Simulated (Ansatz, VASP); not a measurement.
**Al: VASP beside Ansatz**

```xyz
1
Lattice="-1.5992 1.5992 1.5912 1.5992 -1.5992 1.5912 1.5833 1.5833 -1.5912" Properties=species:S:1:pos:R:3 pbc="T T T"
Al    0.0000    0.0000    0.0000
```

Alike in both runs: task single point; functional LDA; k mesh 15 × 15 × 15; occupations fermi-dirac, width 0.1 eV; no spin polarisation.

|  | VASP | Ansatz |
| --- | --- | --- |
| version | VASP 6.6.1 | Ansatz 0.2.0 |
| potentials or method | VASP PAW LDA potentials, release 64 (Al), cutoff 520 eV | plane waves, PAW |
| valence electrons in the cell | 3 | 3 |

VASP gave:

```
pressure (GPa)                                                : 0.5
traceless stress, the component that is largest in VASP (GPa) : 0.38
```

Question: Estimate Ansatz's values.

Answer: Pressure (GPa): 0.4; traceless stress, the component that is largest in VASP (GPa): 0.37.

LDA's correlation is that of Perdew and Zunger in VASP and of Perdew and Wang (1992) in Ansatz.
